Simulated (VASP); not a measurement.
# Al (Fm-3m) in VASP: further runs

Al is run at these levels: LDA; tasks: single point.

Program: VASP 6.6.1. These are calculated values, not measurements. Logs are shortened: lines on timing, memory, paths and dates and some standing lists are left out, and cuts for length are marked.

**1. The cell of the first run**

It takes space group Fm-3m (No. 225, cubic). The conventional cell has a = 3.322 Å, b = 3.322 Å, c = 3.322 Å, α = 90.00°, β = 90.00°, γ = 90.00°. Within 3.1 Å of Al (site symmetry m-3m) lie 12 Al at 2.35 Å.

**2. Single point, LDA (volume scaled by 0.58)**

File INCAR:

```
SYSTEM = Al
PREC = Accurate ; ENCUT = 520
EDIFF = 1E-6 ; ISMEAR = -1
SIGMA = 0.08 ; LREAL = .FALSE.
LASPH = .TRUE. ; NELM = 60
ALGO = Normal ; ISIF = 2
LWAVE = .FALSE. ; LCHARG = .FALSE.
GGA = CA ; NBANDS = 8
```

File KPOINTS:

```
Automatic mesh
0
G
  16 16 16
  0 0 0
```

File POSCAR:

```
Al
1.0
    0.0000000000      1.6608963563      1.6608963563
    1.6608963563      0.0000000000      1.6608963563
    1.6608963563      1.6608963563      0.0000000000
Al
1
Direct
    0.0000000000      0.0000000000      0.0000000000
```

Potentials or basis: VASP PAW LDA potentials, release 64 (Al).

Command:

```sh
> cat potpaw_LDA.64/Al/POTCAR > POTCAR
> mpirun -np 1 vasp_std > vasp.out
```

OUTCAR:

```text
SYSTEM = Al
   PREC = Accurate
   ENCUT = 520
   EDIFF = 1E-6
   ISMEAR = -1
   LREAL = .FALSE.
   LASPH = .TRUE.
   NELM = 60
   ISIF = 2
   GGA = CA

 ion  position               nearest neighbor table
   1  0.000  0.000  0.000-

  LATTYP: Found a face centered cubic cell.
 ALAT       =     3.3217927126

  Lattice vectors:

 A1 = (   0.0000000000,   1.6608963563,   1.6608963563)
 A2 = (   1.6608963563,   0.0000000000,   1.6608963563)
 A3 = (   1.6608963563,   1.6608963563,   0.0000000000)

Analysis of symmetry for initial positions (statically):
=====================================================================
 Subroutine PRICEL returns:
 Original cell was already a primitive cell.

 Routine SETGRP: Setting up the symmetry group for a
 face centered cubic supercell.

 Subroutine GETGRP returns: Found 48 space group operations
 (whereof 48 operations were pure point group operations)
 out of a pool of 48 trial point group operations.

The static configuration has the point symmetry O_h .

Analysis of symmetry for dynamics (positions and initial velocities):
=====================================================================
 Subroutine PRICEL returns:
 Original cell was already a primitive cell.

 Routine SETGRP: Setting up the symmetry group for a
 face centered cubic supercell.

 Subroutine GETGRP returns: Found 48 space group operations
 (whereof 48 operations were pure point group operations)
 out of a pool of 48 trial point group operations.

The dynamic configuration has the point symmetry O_h .

 Subroutine INISYM returns: Found 48 space group operations
 (whereof 48 operations are pure point group operations),
 and found     1 'primitive' translations

----------------------------------------------------------------------------------------

                                     Primitive cell

  volume of cell :       9.1634

  direct lattice vectors                    reciprocal lattice vectors
     0.000000000  1.660896356  1.660896356    -0.301042264  0.301042264  0.301042264
     1.660896356  0.000000000  1.660896356     0.301042264 -0.301042264  0.301042264
     1.660896356  1.660896356  0.000000000     0.301042264  0.301042264 -0.301042264

  length of vectors
     2.348862153  2.348862153  2.348862153     0.521420497  0.521420497  0.521420497

  position of ions in fractional coordinates (direct lattice)
     0.000000000  0.000000000  0.000000000

  ion indices of the primitive-cell ions
   primitive index   ion index
                 1           1

----------------------------------------------------------------------------------------

 KPOINTS: Automatic mesh

Automatic generation of k-mesh.
 Grid dimensions read from file:
 generate k-points for:   16   16   16

 Generating k-lattice:

  Cartesian coordinates                     Fractional coordinates (reciprocal lattice)
    -0.018815142  0.018815142  0.018815142     0.062500000  0.000000000  0.000000000
     0.018815142 -0.018815142  0.018815142     0.000000000  0.062500000  0.000000000
     0.018815142  0.018815142 -0.018815142     0.000000000  0.000000000  0.062500000

  Length of vectors
     0.032588781  0.032588781  0.032588781

  Shift w.r.t. Gamma in fractional coordinates (k-lattice)
     0.000000000  0.000000000  0.000000000

 Subroutine IBZKPT returns following result:
 ===========================================

 Found    145 irreducible k-points:

 Following reciprocal coordinates:
            Coordinates               Weight
  0.000000  0.000000  0.000000      1.000000
  0.062500  0.000000  0.000000      8.000000
  0.125000  0.000000  0.000000      8.000000
  0.187500  0.000000  0.000000      8.000000
  0.250000  0.000000  0.000000      8.000000
  0.312500  0.000000  0.000000      8.000000
[... 16 lines left out ...]
 -0.125000  0.062500  0.000000     24.000000
 -0.062500  0.062500  0.000000     12.000000
 [... further k-points ...]
   k-points           NKPTS =    145   k-points in BZ     NKDIM =    145   number of bands    NBANDS=      8
   number of dos      NEDOS =    301   number of ions     NIONS =      1
   total plane-waves  NPLWV =   5832
   dimension x,y,z NGX =    18 NGY =   18 NGZ =   18
   dimension x,y,z NGXF=    36 NGYF=   36 NGZF=   36
   ions per type =               1
   NGX,Y,Z   is equivalent  to a cutoff of  12.74, 12.74, 12.74 a.u.
   NGXF,Y,Z  is equivalent  to a cutoff of  25.48, 25.48, 25.48 a.u.
 SYSTEM =  Al
   PREC   = accura    normal or accurate (medium, high low for compatibility)
   ISTART =      0    job   : 0-new  1-cont  2-samecut
   ICHARG =      2    charge: 1-file 2-atom 10-const
   ISPIN  =      1    spin polarized calculation?
   LNONCOLLINEAR =      F non collinear calculations
   LSORBIT =      F    spin-orbit coupling
   LASPH  =      T    aspherical Exc in radial PAW
   ENCUT  =  520.0 eV  38.22 Ry    6.18 a.u.   4.37  4.37  4.37*2*pi/ulx,y,z
   NELM   =     60;   NELMIN=  2; NELMDL= -5     # of ELM steps
   EDIFF  = 0.1E-05   stopping-criterion for ELM
   LREAL  =      F    real-space projection
   EDIFFG = 0.1E-04   stopping-criterion for IOM
   NSW    =      0    number of steps for IOM
   IBRION =     -1    ionic relax: 0-MD 1-quasi-New 2-CG
   NFREE  =      0    steps in history (QN), initial steepest desc. (CG)
   ISIF   =      2    stress and relaxation
   ISYM   =      2    0-nonsym 1-usesym 2-fastsym
   POTIM  = 0.5000    time-step for ionic-motion
   TEBEG  =    0.0;   TEEND  =   0.0 temperature during run
   PSTRESS=    0.0 pullay stress
   NELECT =       3.0000    total number of electrons
   NUPDOWN=      -1.0000    fix difference up-down
   EMIN   =  10.00;   EMAX   =-10.00  energy-range for DOS
   EFERMI =   0.00;   METHOD = LEGACY
   ISMEAR =    -1;   SIGMA  =   0.08  broadening in eV -4-tet -1-fermi 0-gaus
   EFERMI_NEDOS =   21; number of points for ismear=-14 and -15
   IALGO  =     38    algorithm
   IMIX   =      4    mixing-type and parameters
     AMIX     =   0.40;   BMIX     =  1.00
     AMIX_MAG =   1.60;   BMIX_MAG =  1.00
  volume/ion in A,a.u.               =       9.16        61.84
  Fermi-wavevector in a.u.,A,eV,Ry     =   1.128312  2.132201 17.321428  1.273089
  Thomas-Fermi vector in A             =   2.265002
   LORBIT       =      0    0 simple, 1 ext, 2 COOP (PROOUT), +10 PAW based schemes
   GGA     = CA    functional components
   LHFCALC =     F    Hartree Fock is set to
   AEXX    =    0.0000 exact exchange contribution
   IVDW    =     0    specifies the selected vdW correction
   LEPSILON=     F    determine dielectric tensor
   LRPA    =     F    only Hartree local field effects (RPA)
 non-spin polarized calculation
  energy-cutoff  :      520.00
  volume of cell :        9.16
 maximum number of plane-waves:       262
 NGX is ok and might be reduce to    18
   NGX =  9   NGY =  9   NGZ =  9

 number of electron       3.0000000 magnetization

 Free energy of the ion-electron system (eV)
  ---------------------------------------------------
  ext. energy  EPLUGINS =         0.00000000
  ---------------------------------------------------
  free energy    TOTEN  =        -2.26598412 eV

  energy without entropy =       -2.26016086  energy(sigma->0) =       -2.26307249

 E-fermi :  15.3460     XC(G=0): -12.7222

 val. band max:       15.3080092017   @ k =   0.4375   0.1875   0.0000
 cond. band min:      15.3587892100   @ k =   0.3750   0.0625   0.0000
 fundamental gap:      0.0507800083
 Fermi energy:        15.3459861711

 k-point     1 :       0.0000    0.0000    0.0000
  band No.  band energies     occupation
      1      -0.2400      2.00000
      2      31.7535      0.00000
      3      31.7535      0.00000
      4      31.7535      0.00000
      5      37.0584      0.00000
      6      38.7842      0.00000
      7      38.7842      0.00000
      8      38.7842      0.00000

 k-point     2 :       0.0625    0.0000    0.0000
  band No.  band energies     occupation
      1      -0.0841      2.00000
      2      29.8916      0.00000
      3      31.6517      0.00000
      4      31.6517      0.00000
      5      37.6782      0.00000
      6      38.9493      0.00000
      7      38.9493      0.00000
      8      39.7891      0.00000

 k-point     3 :       0.1250    0.0000    0.0000
  band No.  band energies     occupation
      1       0.3813      2.00000
      2      26.6782      0.00000
      3      31.3892      0.00000
      4      31.3892      0.00000
      5      37.2302      0.00000
      6      38.9795      0.00000
      7      38.9795      0.00000
      8      41.2239      0.00000

 k-point     4 :       0.1875    0.0000    0.0000
  band No.  band energies     occupation
      1       1.1506      2.00000
      2      23.3617      0.00000
      3      31.0507      0.00000
      4      31.0507      0.00000
      5      36.5280      0.00000
      6      38.1126      0.00000
      7      38.1126      0.00000
      8      42.0257      0.00000

 k-point     5 :       0.2500    0.0000    0.0000
  band No.  band energies     occupation
      1       2.2139      2.00000
      2      20.1617      0.00000
      3      30.7059      0.00000
      4      30.7059      0.00000
      5      35.9171      0.00000
      6      37.0057      0.00000
      7      37.0057      0.00000
      8      43.5689      0.00000
[... 177 lines left out ...]
 k-point    22 :      -0.1875    0.0625    0.0000
  band No.  band energies     occupation
      1       1.6082      2.00000
      2      22.3123      0.00000
      3      28.6107      0.00000
      4      32.3178      0.00000
      5      35.9796      0.00000
      6      37.2514      0.00000
      7      38.7287      0.00000
      8      41.4865      0.00000

 k-point    23 :      -0.1250    0.0625    0.0000
  band No.  band energies     occupation
      1       0.7413      2.00000
      2      25.4816      0.00000
      3      29.2437      0.00000
      4      32.4236      0.00000
      5      37.0172      0.00000
      6      37.9533      0.00000
      7      39.4030      0.00000
      8      40.7111      0.00000

 k-point    24 :      -0.0625    0.0625    0.0000
  band No.  band energies     occupation
      1       0.1748      2.00000
      2      28.3274      0.00000
      3      30.2493      0.00000
      4      32.1641      0.00000
      5      38.0722      0.00000
      6      38.3326      0.00000
      7      39.0033      0.00000
      8      40.8202      0.00000

 [... further k-points ...]
[... 5 lines left out ...]
  --------------------------------------------------------------------------------------
  -------------------------------------------------------------------------------------
  Total        8.5052742      8.5052742      8.5052742      0.0000000      0.0000000      0.0000000
  in kB     1487.1038929   1487.1038929   1487.1038929      0.0000000      0.0000000      0.0000000
  external PRESSURE =    1487.1038929 kB  Pullay stress =       0.0000000 kB

 VOLUME and BASIS-vectors are now :
 -----------------------------------------------------------------------------
  energy-cutoff  :      520.00
  volume of cell :        9.16
      direct lattice vectors                 reciprocal lattice vectors
     0.000000000  1.660896356  1.660896356    -0.301042264  0.301042264  0.301042264
     1.660896356  0.000000000  1.660896356     0.301042264 -0.301042264  0.301042264
     1.660896356  1.660896356  0.000000000     0.301042264  0.301042264 -0.301042264

 POSITION                                       TOTAL-FORCE (eV/Angst)
 -----------------------------------------------------------------------------------
      0.00000      0.00000      0.00000         0.000000      0.000000      0.000000
 -----------------------------------------------------------------------------------
    total drift:                                0.000000     -0.000000     -0.000000

  FREE ENERGIE OF THE ION-ELECTRON SYSTEM (eV)
  ---------------------------------------------------
  free  energy   TOTEN  =        -2.2659841187 eV

  energy  without entropy=       -2.2601608648  energy(sigma->0) =       -2.26307249
```

Run time: 3.6 s. Hardware: 1 thread of Intel Xeon 6975P-C (Granite Rapids), shared host; peak memory 0.11 GiB.

What came out:

* Free energy: -2.2660 eV
* Pressure: 148.7 GPa

(Continued in part 2 of 2.)
